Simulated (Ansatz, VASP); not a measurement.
## C: VASP beside Ansatz

File POSCAR:

```
C
1.0
    3.5602834153      0.0000000000      0.0000000000
    0.0000000000     -3.5602834153      0.0000000000
    0.0000000000      0.0000000000     -3.5602834153
C
8
Direct
    0.5194596958     -0.0194596958     -0.0194596958
    0.0000000000      0.5000000000      0.0000000000
    0.0000000000      0.0000000000      0.5000000000
    0.5000000000      0.5000000000      0.5000000000
    0.7500000000      0.7500000000      0.7500000000
    0.2500000000      0.2500000000      0.7500000000
    0.2500000000      0.7500000000      0.2500000000
    0.7500000000      0.2500000000      0.2500000000
```

Contents of INCAR.step1:

```
SYSTEM = C
  PREC = Accurate
  ENCUT = 520
  ISMEAR = 0
  SIGMA = 0.05
  LREAL = .FALSE.
  LASPH = .TRUE.
  NELM = 60
  NBANDS = 26
  GGA = PE
  ALGO = Normal
  EDIFF = 1E-4
  LWAVE = .TRUE.
  LCHARG = .FALSE.
```

INCAR.step2

```
SYSTEM = C
  PREC = Accurate
  ENCUT = 520
  EDIFF = 1E-7
  ISMEAR = 0
  SIGMA = 0.05
  LREAL = .FALSE.
  LASPH = .TRUE.
  NELM = 60
  ALGO = Normal
  ISIF = 2
  LWAVE = .FALSE.
  LCHARG = .TRUE.
  METAGGA = R2SCAN
  LMIXTAU = .TRUE.
  LELF = .TRUE.
  LVHAR = .TRUE.
  NBANDS = 26
  ISTART = 1
```

File KPOINTS:

```
regular mesh
0
G
  6 6 6
  0 0 0
```

Input for Ansatz:

```yaml
crystal:
  lattice:
    - [3.5602834153, 0.0, 0.0]
    - [0.0, -3.5602834153, 0.0]
    - [0.0, 0.0, -3.5602834153]
  atoms:
    - { symbol: C, position: [0.5194596958, -0.0194596958, -0.0194596958] }
    - { symbol: C, position: [0.0, 0.5, 0.0] }
    - { symbol: C, position: [0.0, 0.0, 0.5] }
    - { symbol: C, position: [0.5, 0.5, 0.5] }
    - { symbol: C, position: [0.75, 0.75, 0.75] }
    - { symbol: C, position: [0.25, 0.25, 0.75] }
    - { symbol: C, position: [0.25, 0.75, 0.25] }
    - { symbol: C, position: [0.75, 0.25, 0.25] }
basis:
  ecutwfc: 500
kpoints:
  mp_grid: { grid: [6, 6, 6] }
hamiltonian:
  xc: r2scan
scf:
  occupations: { method: gaussian, width: 0.05 }
output:
  forces: true
  stress: true
  eigenvalues: true
```

Alike in both runs: task single point; functional r2SCAN; k mesh 6 × 6 × 6; occupations gaussian, width 0.05 eV; no spin polarisation.

|  | VASP | Ansatz |
| --- | --- | --- |
| version | VASP 6.6.1 | Ansatz 0.2.0 |
| potentials or method | VASP PAW PBE potentials, release 64 (C), cutoff 520 eV | scalar-relativistic, plane waves, PAW |
| valence electrons in the cell | 32 | 32 |

VASP gave:

* gap on the k mesh at the Fermi level (eV): 3.97
* least direct gap on the mesh (eV): 4.19
* pressure (GPa): 2.9
* traceless stress, the component that is largest in VASP (GPa): 1.73
* rms of the force components (eV/Å): 1.513

Estimate Ansatz's values.

gap on the k mesh at the Fermi level (eV): 4.00; least direct gap on the mesh (eV): 4.22; pressure (GPa): 1.8; traceless stress, the component that is largest in VASP (GPa): 1.63; rms of the force components (eV/Å): 1.505.

VASP's potentials were made for PBE, not for r2SCAN. Atom by atom the forces differ by 0.011 eV/Å (rms over components). The functional is the same, so the differences come from potentials, cutoffs and numerics.
